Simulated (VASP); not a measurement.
# LiF (Fm-3m) in VASP: notebook, part 2 of 3

VASP 6.6.1. The steps go on from the part before.

## 3. Vibrations by perturbation theory, PBEsol (volume scaled by 0.980)

INCAR reads:

```
  ALGO = Normal
  EDIFF = 1E-8
  ENCUT = 520
  GGA = PS
  IBRION = 8
  ISIF = 2
  ISMEAR = 0
  LASPH = True
  LCHARG = True
  LREAL = False
  LWAVE = False
  NBANDS = 12
  NELM = 80
  NSW = 1
  PREC = Accurate
  SIGMA = 0.01
```

KPOINTS reads:

```
k-points
0
Gamma
  10 10 10
```

POSCAR reads:

```
LiF
1.0
    0.0000000000      1.9905201139      1.9905201139
    1.9905201139      0.0000000000      1.9905201139
    1.9905201139      1.9905201139      0.0000000000
Li F
1 1
Direct
    0.0000000000      0.0000000000      0.0000000000
    0.5000000000      0.5000000000      0.5000000000
```

Potentials or basis: VASP PAW PBE potentials, release 64 (Li_sv, F).

Launch:

```sh
$ cat potpaw_PBE.64/Li_sv/POTCAR potpaw_PBE.64/F/POTCAR > POTCAR
$ mpirun -np 1 vasp_std > vasp.out
```

OUTCAR:

```text
EDIFF = 1E-8
   ENCUT = 520
   GGA = PS
   IBRION = 8
   ISIF = 2
   ISMEAR = 0
   LASPH = True
   LREAL = False
   NELM = 80
   NSW = 1
   PREC = Accurate

 ion  position               nearest neighbor table
   1  0.000  0.000  0.000-   2 1.99   2 1.99   2 1.99   2 1.99   2 1.99   2 1.99
   2  0.500  0.500  0.500-   1 1.99   1 1.99   1 1.99   1 1.99   1 1.99   1 1.99

  LATTYP: Found a face centered cubic cell.
 ALAT       =     3.9810402278

  Lattice vectors:

 A1 = (   0.0000000000,   1.9905201139,   1.9905201139)
 A2 = (   1.9905201139,   0.0000000000,   1.9905201139)
 A3 = (   1.9905201139,   1.9905201139,   0.0000000000)

Analysis of symmetry for initial positions (statically):
=====================================================================
 Subroutine PRICEL returns:
 Original cell was already a primitive cell.

 Routine SETGRP: Setting up the symmetry group for a
 face centered cubic supercell.

 Subroutine GETGRP returns: Found 48 space group operations
[... 590 lines left out ...]
 INTERNAL STRAIN TENSOR  FOR ION    2  DIRECTION 1   (eV/Angst):
 -----------------------------------------------------------------------------
     0.00638  0.00000 -0.00000
    -0.00000  0.00520  0.00000
     0.00000  0.00000  0.00520

 INTERNAL STRAIN TENSOR FOR ION    2 for displacements in x,y,z  (eV/Angst):
          X           Y           Z          XY          YZ          ZX
  --------------------------------------------------------------------------------
  x     0.00000     0.00000     0.00000     0.00000     0.00000     0.00000
  y     0.00000     0.00000     0.00000     0.00000     0.00000     0.00000
  z     0.00000     0.00000     0.00000     0.00000     0.00000     0.00000

 SECOND DERIVATIVES (NOT SYMMETRIZED)
 ------------------------------------
               1X          1Y          1Z          2X          2Y          2Z
  1X    -2.015482    0.000000    0.000000    2.015482    0.000000    0.000000
  1Y     0.000000   -2.015482    0.000000    0.000000    2.015482    0.000000
  1Z     0.000000    0.000000   -2.015482    0.000000    0.000000    2.015482
  2X     2.012973    0.000000    0.000000   -2.012973    0.000000    0.000000
  2Y     0.000000    2.012973    0.000000    0.000000   -2.012973    0.000000
  2Z     0.000000    0.000000    2.012973    0.000000    0.000000   -2.012973

 Eigenvectors and eigenvalues of the dynamical matrix
 ----------------------------------------------------

   1 f  =    9.806361 THz    61.615184 2PiTHz  327.104997 cm-1    40.555833 meV
             X         Y         Z           dx          dy          dz
      0.000000  0.000000  0.000000    -0.854817    0.000000    0.000000
      1.990520  1.990520  1.990520     0.518929    0.000000    0.000000
[... 21 lines left out ...]
   6 f/i=    0.002709 THz     0.017021 2PiTHz    0.090363 cm-1     0.011204 meV
             X         Y         Z           dx          dy          dz
      0.000000  0.000000  0.000000     0.000000   -0.518929    0.000000
      1.990520  1.990520  1.990520     0.000000   -0.854817    0.000000

--------------------------------------------------------------------------------------------------------

 ELASTIC MODULI CONTR FROM IONIC RELAXATION (kBar)
 Direction    XX          YY          ZZ          XY          YZ          ZX
 --------------------------------------------------------------------------------
 XX           0.0000      0.0000      0.0000      0.0000      0.0000      0.0000
 YY           0.0000      0.0000      0.0000      0.0000      0.0000      0.0000
 ZZ           0.0000      0.0000      0.0000      0.0000      0.0000      0.0000
 XY           0.0000      0.0000      0.0000      0.0000      0.0000      0.0000
 YZ           0.0000      0.0000      0.0000      0.0000      0.0000      0.0000
 ZX           0.0000      0.0000      0.0000      0.0000      0.0000      0.0000
 --------------------------------------------------------------------------------
```

OSZICAR:

```text
N       E                     dE             d eps       ncg     rms          rms(c)
DAV:   1     0.286294529360E+02    0.28629E+02   -0.53787E+03  1184   0.844E+02
DAV:   2    -0.935292170748E+01   -0.37982E+02   -0.37289E+02  1388   0.185E+02
DAV:   3    -0.102671445369E+02   -0.91422E+00   -0.91261E+00  1468   0.247E+01
DAV:   4    -0.102757366066E+02   -0.85921E-02   -0.85917E-02  1304   0.253E+00
[... 54 lines left out ...]
RMM:  10    -0.518093247804E+00    0.37522E-06   -0.11139E-08  5411   0.287E-04    0.503E-06
RMM:  11    -0.518093201819E+00    0.45985E-07    0.15648E-07  5468   0.122E-04    0.186E-06
RMM:  12    -0.518093143012E+00    0.58807E-07    0.78117E-08  5505   0.514E-05    0.382E-07
RMM:  13    -0.518093129882E+00    0.13129E-07    0.31553E-08  5298   0.212E-05    0.196E-07
RMM:  14    -0.518093123954E+00    0.59288E-08    0.95546E-09  4806   0.931E-06    0.416E-08
 Linear response finished
```

stdout:

```text
POSCAR found type information on POSCAR LiF
 POSCAR found :  2 types and       2 ions
 scaLAPACK will be used
 -----------------------------------------------------------------------------
|                                                                             |
|                                                                             |
|     You enforced a specific xc type in the INCAR file but a different       |
|     I HOPE YOU KNOW WHAT YOU ARE DOING!                                     |
|                                                                             |
 -----------------------------------------------------------------------------

 LDA part: xc-table for (Slater+PW92), standard interpolation
 POSCAR, INCAR and KPOINTS ok, starting setup
 FFT: planning ... GRIDC
 FFT: planning ... GRID_SOFT
 FFT: planning ... GRID
 WAVECAR not read
 entering main loop
 Linear response reoptimize wavefunctions to high precision
 Linear response DOF=           2
 Linear response progress:
 first order change of Fermi-energy   0.12099E-04
 force on displaced ion       1 direction 1 :  -2.015   0.000   0.000
 Linear response progress:
 first order change of Fermi-energy  -0.11298E-03
 force on displaced ion       2 direction 1 :  -2.013   0.000   0.000
 Linear response finished
```

Run time: 37 s. Hardware: 1 thread of Intel Xeon 6975P-C (Granite Rapids), shared host; peak memory 0.17 GiB.

Results:

- Highest phonon frequency at Γ, LO-TO splitting left out: 327 cm⁻¹

Phonon frequencies in cm⁻¹ (negative: imaginary):
| q point | frequencies |
| --- | --- |
| (0.000, 0.000, 0.000) | 0 0 0 327 327 327 |

Caveat: the cell wasn't relaxed at this level first, which shifts response properties.

## 4. Vibrations by perturbation theory, PBEsol

INCAR reads:

```
SYSTEM = LiF
  PREC = Accurate
  ENCUT = 520
  EDIFF = 1E-8
  ISMEAR = 0
  SIGMA = 0.01
  LREAL = .FALSE.
  LASPH = .TRUE.
  NELM = 100
  ALGO = Normal
  ISIF = 2
  LWAVE = .FALSE.
  LCHARG = .TRUE.
  GGA = PS
  NBANDS = 12
  IBRION = 8
  NSW = 1
  LEPSILON = .TRUE.
```

KPOINTS reads:

```
regular mesh
0
G
  10 10 10
  0 0 0
```

POSCAR reads:

```
LiF
1.0
    0.0000000000      2.0039699822      2.0039699822
    2.0039699822      0.0000000000      2.0039699822
    2.0039699822      2.0039699822      0.0000000000
Li F
1 1
Direct
    0.0000000000      0.0000000000      0.0000000000
    0.5000000000      0.5000000000      0.5000000000
```

Potentials or basis: VASP PAW PBE potentials, release 64 (Li_sv, F).

Launch:

```sh
$ cat potpaw_PBE.64/Li_sv/POTCAR potpaw_PBE.64/F/POTCAR > POTCAR
$ mpirun -np 1 vasp_std > vasp.out
```

OUTCAR:

```text
SYSTEM = LiF
   PREC = Accurate
   ENCUT = 520
   EDIFF = 1E-8
   ISMEAR = 0
   LREAL = .FALSE.
   LASPH = .TRUE.
   NELM = 100
   ISIF = 2
   GGA = PS
   IBRION = 8
   NSW = 1
   LEPSILON = .TRUE.

 ion  position               nearest neighbor table
   1  0.000  0.000  0.000-   2 2.00   2 2.00   2 2.00   2 2.00   2 2.00   2 2.00
   2  0.500  0.500  0.500-   1 2.00   1 2.00   1 2.00   1 2.00   1 2.00   1 2.00

  LATTYP: Found a face centered cubic cell.
 ALAT       =     4.0079399644

  Lattice vectors:

 A1 = (   0.0000000000,   2.0039699822,   2.0039699822)
 A2 = (   2.0039699822,   0.0000000000,   2.0039699822)
 A3 = (   2.0039699822,   2.0039699822,   0.0000000000)

Analysis of symmetry for initial positions (statically):
=====================================================================
 Subroutine PRICEL returns:
 Original cell was already a primitive cell.

 Routine SETGRP: Setting up the symmetry group for a
 face centered cubic supercell.

 Subroutine GETGRP returns: Found 48 space group operations
 (whereof 48 operations were pure point group operations)
 out of a pool of 48 trial point group operations.

The static configuration has the point symmetry O_h .

Analysis of symmetry for dynamics (positions and initial velocities):
=====================================================================
 Subroutine PRICEL returns:
 Original cell was already a primitive cell.

 Routine SETGRP: Setting up the symmetry group for a
 face centered cubic supercell.
[... 621 lines left out ...]

 PIEZOELECTRIC TENSOR (including local field effects)  for field in x, y, z        (C/m^2)
          XX          YY          ZZ          XY          YZ          ZX
  --------------------------------------------------------------------------------
  x     0.00000     0.00000     0.00000     0.00000     0.00000     0.00000
  y     0.00000     0.00000     0.00000     0.00000     0.00000     0.00000
  z     0.00000     0.00000     0.00000     0.00000     0.00000     0.00000

 BORN EFFECTIVE CHARGES (including local field effects) (in |e|, cummulative output)
 ---------------------------------------------------------------------------------
 ion    1
    1     1.04563     0.00000     0.00000
    2     0.00000     1.04563     0.00000
    3     0.00000     0.00000     1.04563
 ion    2
    1    -1.04563     0.00000     0.00000
    2     0.00000    -1.04563     0.00000
    3     0.00000     0.00000    -1.04563

 INTERNAL STRAIN TENSOR FOR ION    2 for displacements in x,y,z  (eV/Angst):
          X           Y           Z          XY          YZ          ZX
  --------------------------------------------------------------------------------
  x     0.00000     0.00000     0.00000     0.00000     0.00000     0.00000
  y     0.00000     0.00000     0.00000     0.00000     0.00000     0.00000
  z     0.00000     0.00000     0.00000     0.00000     0.00000     0.00000

 SECOND DERIVATIVES (NOT SYMMETRIZED)
 ------------------------------------
               1X          1Y          1Z          2X          2Y          2Z
  1X    -1.807997    0.000000    0.000000    1.807997    0.000000    0.000000
  1Y     0.000000   -1.807997    0.000000    0.000000    1.807997    0.000000
  1Z     0.000000    0.000000   -1.807997    0.000000    0.000000    1.807997
  2X     1.830307    0.000000    0.000000   -1.830307    0.000000    0.000000
  2Y     0.000000    1.830307    0.000000    0.000000   -1.830307    0.000000
  2Z     0.000000    0.000000    1.830307    0.000000    0.000000   -1.830307

 Eigenvectors and eigenvalues of the dynamical matrix
 ----------------------------------------------------

   1 f  =    9.304922 THz    58.464549 2PiTHz  310.378788 cm-1    38.482048 meV
             X         Y         Z           dx          dy          dz
      0.000000  0.000000  0.000000     0.000000    0.853254    0.000000
      2.003970  2.003970  2.003970     0.000000   -0.521495    0.000000
[... 21 lines left out ...]
   6 f/i=    0.025389 THz     0.159526 2PiTHz    0.846897 cm-1     0.105002 meV
             X         Y         Z           dx          dy          dz
      0.000000  0.000000  0.000000     0.272096    0.426386    0.126951
      2.003970  2.003970  2.003970     0.445194    0.697639    0.207713

--------------------------------------------------------------------------------------------------------

 MACROSCOPIC STATIC DIELECTRIC TENSOR IONIC CONTRIBUTION
 ------------------------------------------------------
           6.756763    -0.000000     0.000000
          -0.000000     6.756763    -0.000000
           0.000000    -0.000000     6.756763
 ------------------------------------------------------

 ELASTIC MODULI CONTR FROM IONIC RELAXATION (kBar)
 Direction    XX          YY          ZZ          XY          YZ          ZX
 --------------------------------------------------------------------------------
 XX           0.0000      0.0000      0.0000      0.0000      0.0000      0.0000
 YY           0.0000      0.0000      0.0000      0.0000      0.0000      0.0000
 ZZ           0.0000      0.0000      0.0000      0.0000      0.0000      0.0000
 XY           0.0000      0.0000      0.0000      0.0000      0.0000      0.0000
 YZ           0.0000      0.0000      0.0000      0.0000      0.0000      0.0000
 ZX           0.0000      0.0000      0.0000      0.0000      0.0000      0.0000
 --------------------------------------------------------------------------------

 PIEZOELECTRIC TENSOR IONIC CONTR  for field in x, y, z        (C/m^2)
          XX          YY          ZZ          XY          YZ          ZX
  --------------------------------------------------------------------------------
  x     0.00000     0.00000     0.00000     0.00000     0.00000     0.00000
  y     0.00000     0.00000     0.00000     0.00000     0.00000     0.00000
  z     0.00000     0.00000     0.00000     0.00000     0.00000     0.00000
```

Wall time 1.7 min (1 thread of Intel Xeon 6975P-C (Granite Rapids), shared host); peak memory 0.17 GiB.

What came out:

- Electronic dielectric tensor (diagonal): 2.09
- Born charges (mean of the diagonal): Li +1.05; F -1.05 e
- Highest phonon frequency at Γ, LO-TO splitting left out: 310 cm⁻¹

Phonon frequencies in cm⁻¹ (negative: imaginary):
```
              q point           frequencies
(0.000, 0.000, 0.000)  -1 -1 -1 310 310 310
```

Electronic dielectric tensor:
```
2.09 0.00 0.00
0.00 2.09 0.00
0.00 0.00 2.09
```

Born effective charge tensors (e):
atom 1, Li
```
1.05 0.00 0.00
0.00 1.05 0.00
0.00 0.00 1.05
```
atom 2, F
```
-1.05  0.00  0.00
 0.00 -1.05  0.00
 0.00  0.00 -1.05
```

[end of part 2 of 3]
